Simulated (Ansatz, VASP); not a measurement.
**Na3HSe: VASP beside Ansatz**

```
Na H Se
1.0
     4.55901    0.00000    0.00000
     0.00000    4.55901    0.00000
     0.00000    0.00000    4.55901
Na H Se
3 1 1
Direct
  0.00000 0.50000 0.50000
  0.50000 0.00000 0.50000
  0.50000 0.50000 0.00000
  0.50000 0.50000 0.50000
  0.00000 0.00000 0.00000
```

Alike in both runs: task electric field gradients; functional PBE; k mesh 6 × 6 × 6; occupations gaussian, width 0.05 eV; no spin polarisation.

|  | VASP | Ansatz |
| --- | --- | --- |
| version | VASP 6.6.1 | Ansatz 0.2.0 |
| potentials or method | VASP PAW PBE potentials, release 64 (Na_pv, H, Se), cutoff 520 eV | scalar-relativistic, plane waves, PAW |
| valence electrons in the cell | 28 | 44 |

Ansatz gave:

| Quantity | Value |
| --- | --- |
| gap on the k mesh at the Fermi level (eV) | 2.76 |
| least direct gap on the mesh (eV) | 2.90 |
| pressure (GPa) | -0.2 |
| size of Vzz on the site where it differs most (V/Å²) | 7.3 |

Task: What did VASP give for the same quantities?

Result: gap on the k mesh at the Fermi level (eV): 2.76; least direct gap on the mesh (eV): 2.90; pressure (GPa): -0.2; size of Vzz on the site where it differs most (V/Å²): 8.4.

VASP's potentials hold 28 valence electrons a cell and Ansatz's 44, so a difference there can come from the potentials and not from the codes.
